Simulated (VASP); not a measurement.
C:

```
C
1.0
     0.00000    1.76577    1.76577
     1.76577    0.00000    1.76577
     1.76577    1.76577    0.00000
C
2
Direct
  0.50000 0.50000 0.50000
  0.75000 0.75000 0.75000
```

Base run:

```yaml
Program: VASP 6.6.1
Functional: LDA
Potentials_or_basis: VASP PAW LDA potentials, release 64 (C_h)
Cutoff: 910 eV
k_mesh: 12 × 12 × 12
Occupations: gaussian, width 0.02 eV
Spin: no spin polarisation
```

Its results: band gap on the k mesh 4.20 eV, indirect (least direct gap 5.63 eV); pressure 0.7 GPa.

The run is repeated on the same cell with these changes: potentials or basis from VASP PAW LDA potentials, release 64 (C_h) to VASP PAW LDA potentials, release 64 (C); cutoff from 910 eV to 520 eV; further incar settings from ALGO = Normal; EDIFF = 1e-06; NBANDS = 11 to ALGO = Normal; EDIFF = 1e-07; NBANDS = 11. What comes out?

Band gap on the k mesh 4.20 eV, indirect (least direct gap 5.63 eV); pressure 1.7 GPa.

Caveats: the cutoff is under 1.25 times the usual one of these potentials, so pressure, stress and relaxed cells hold a basis-set (Pulay) error (some runs).

A k mesh can miss the band edges.
